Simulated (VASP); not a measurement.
Wanted: the native input for a VASP 6.6.1 run.

```
Task                   : electric field gradients
Functional             : LDA
Potentials or basis    : VASP PAW LDA potentials, release 64 (Hf_pv, N)
Cutoff                 : 520 eV
k mesh                 : 10 × 10 × 10
Occupations            : fermi-dirac, width 0.03 eV
Spin                   : no spin polarisation
Dipole correction      : no
Further INCAR settings : ALGO = Normal; EDIFF = 1e-08; NBANDS = 14
```

The structure of HfN lies in POSCAR:

```
HfN
1.0
    0.0000000000      2.2590000000      2.2138200000
    2.2590000000      0.0000000000      2.2138200000
    2.2590000000      2.2590000000      0.0000000000
Hf N
1 1
Direct
    0.0000000000      0.0000000000      0.0000000000
    0.5000000000      0.5000000000      0.5000000000
```

This cell differs from its parent crystal: zz strain of -2 %.

The input as run:

INCAR

```
ALGO     = Normal         # electronic algorithm
EDIFF    = 1E-8           # SCF threshold, eV
ENCUT    = 520            # plane-wave cutoff, eV
ISIF     = 2              # what is computed and relaxed
ISMEAR   = -1             # smearing method
LASPH    = True           # aspherical terms in the spheres
LCHARG   = False          # write CHGCAR
LEFG     = True         
LREAL    = False          # projectors in reciprocal space
LWAVE    = False          # write WAVECAR
NBANDS   = 14             # bands
NELM     = 100            # most SCF steps
PREC     = Accurate       # precision mode
SIGMA    = 0.03           # smearing width, eV
```

KPOINTS

```
k-points
0
Gamma
  10 10 10
```

Potentials or basis: VASP PAW LDA potentials, release 64 (Hf_pv, N).

Run with:

```console
$ cat potpaw_LDA.64/Hf_pv/POTCAR potpaw_LDA.64/N/POTCAR > POTCAR
$ mpirun -np 1 vasp_std > vasp.out
```

It gave:

```json
{"Pressure": "-4.8 GPa"}
```

Caveat: the cell differs from its parent crystal (zz strain of -2 %); without QUAD_EFG the Cq values of the log hold for a quadrupole moment of 1 mb, not for the nuclei.

Wall time 29 s on 1 thread of Intel(R) Xeon(R) Platinum 8259CL CPU @ 2.50GHz (Skylake/Cascade Lake) (shared host), peak memory 0.15 GiB.
